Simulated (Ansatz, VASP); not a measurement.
## Two plane-wave programs on Sn

```xyz
2
Lattice="3.4332 0.0000 0.0000 -1.7166 2.9732 0.0000 0.0000 0.0000 5.4324" Properties=species:S:1:pos:R:3 pbc="T T T"
Sn    0.0000    1.9821    1.3581
Sn    1.7166    0.9911    4.0743
```

Alike in both runs: functional PBE; k mesh 13 × 13 × 7; occupations fermi-dirac, width 0.05 eV; no spin polarisation.

Ansatz relaxed the structure, and its values are those at the end. VASP's run is a single point on that final structure, the one shown.

|  | VASP | Ansatz |
| --- | --- | --- |
| version | VASP 6.6.1 | Ansatz 0.2.0 |
| potentials or method | VASP PAW PBE potentials, release 64 (Sn_d) | PAW with Ansatz's default frozen-core files, scalar-relativistic |
| plane-wave cutoff (eV) | 520 | 420 |
| valence electrons in the cell | 28 | 28 |

Ansatz gave:

* pressure (GPa): 0.0

Question: What did VASP give for the same quantities?

Answer: Pressure (GPa): -0.1.
